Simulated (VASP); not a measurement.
Set up this calculation in VASP 6.6.1, as the native input.

```
Task                   : single point
Functional             : PBE
Potentials or basis    : VASP PAW PBE potentials, release 64 (Pd)
Cutoff                 : 520 eV
k mesh                 : 14 × 14 × 14
Occupations            : gaussian, width 0.05 eV
Spin                   : no spin polarisation
Dipole correction      : no
Further INCAR settings : ALGO = Normal; EDIFF = 1e-07; NBANDS = 11
```

The structure of Pd lies in POSCAR:

```
Pd
1.0
    0.0000000000      1.9450000000      1.9450000000
    1.9450000000      0.0000000000      1.9450000000
    1.9450000000      1.9450000000      0.0000000000
Pd
1
Direct
    0.0000000000      0.0000000000      0.0000000000
```

These files were run (other wordings do the same):

INCAR

```
  ALGO = Normal
  EDIFF = 1E-7
  ENCUT = 520
  GGA = PE
  ISIF = 2
  ISMEAR = 0
  LASPH = T
  LCHARG = F
  LREAL = F
  LWAVE = F
  NBANDS = 11
  NELM = 60
  PREC = Accurate
  SIGMA = 0.05
```

KPOINTS

```
k-points
0
Gamma
  14 14 14
```

Potentials or basis: VASP PAW PBE potentials, release 64 (Pd).

The run is started by

```console
$ cat potpaw_PBE.64/Pd/POTCAR > POTCAR
$ mpirun -np 1 vasp_std > vasp.out
```

Results of the run:

```yaml
Pressure: 7.4 GPa
Band_gap_on_the_k_mesh: zero (bands 5 and 6 overlap by 1.60 eV)
```

Caveat: the cell stands under pressure.

Run time: 15 s on 1 thread of AMD EPYC 7R43 64-Core Processor (Zen 3), on a shared host, peak memory 0.1 GiB.
